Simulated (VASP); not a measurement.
Set up this calculation in VASP 6.6.1, as the native input.

```yaml
Task: relaxation of cell and atoms
Functional: revPBE
Dispersion: D4
Potentials_or_basis: VASP PAW PBE potentials, release 64 (Pb_d, Se)
Cutoff: 500 eV
k_mesh: 7 × 7 × 7
Occupations: gaussian, width 0.01 eV
Spin: no spin polarisation
Target_pressure: 30 GPa
Dipole_correction: no
Further_INCAR_settings: ALGO = Normal; EDIFF = 1e-07; IBRION = 2; EDIFFG = -0.01; NSW = 80; ISIF = 3
```

The structure of PbSe lies in POSCAR:

```
PbSe
1.0
    0.0000000000      3.0606500000      3.0606500000
    3.0606500000      0.0000000000      3.0606500000
    3.0606500000      3.0606500000      0.0000000000
Pb Se
1 1
Direct
    0.0000000000      0.0000000000      0.0000000000
    0.5000000000      0.5000000000      0.5000000000
```

The input as run:

INCAR

```
SYSTEM = PbSe
ALGO = Normal ; EDIFF = 1E-7
EDIFFG = -0.01 ; ENCUT = 500
GGA = RE ; GGA_COMPAT = .False.
IBRION = 2 ; ISIF = 3
ISMEAR = 0 ; IVDW = 13
LASPH = .True. ; LCHARG = .False.
LREAL = .False. ; LWAVE = .False.
NELM = 120 ; NELMIN = 4
NSW = 80 ; PREC = Accurate
PSTRESS = 300.0 ; SIGMA = 0.01
```

KPOINTS

```
k-points
0
Gamma
  7 7 7
  0 0 0
```

Potentials or basis: VASP PAW PBE potentials, release 64 (Pb_d, Se).

Run with:

```console
$ cat potpaw_PBE.64/Pb_d/POTCAR potpaw_PBE.64/Se/POTCAR > POTCAR
$ mpirun -np 1 vasp_std > vasp.out
```

Results of the run:

```json
{"Relaxed volume": "21.19 Å³/atom", "Relaxed cell": "a = 3.914 Å, b = 3.914 Å, c = 3.914 Å, α = 60.00°, β = 60.00°, γ = 60.00°", "Space group after relaxing (to 0.1 Å)": "Fm-3m (No. 225)", "Energy change on relaxing (the run minimises the enthalpy)": "+541.4 meV/atom", "Ionic steps": "16", "Pressure after relaxing": "30.0 GPa", "Dispersion energy per atom": "-0.836 eV"}
```

Caveat: the cell is relaxed towards a set pressure, so the run minimises the enthalpy, not the energy; the volume moved by over 15 % at a fixed basis, so the end points are rough; the PAW data sets were made with another functional, which shifts forces and pressure a little.

It took 2.9 min on 1 thread of Intel(R) Xeon(R) 6975P-C (Granite Rapids), on a shared host, peak memory 0.2 GiB.
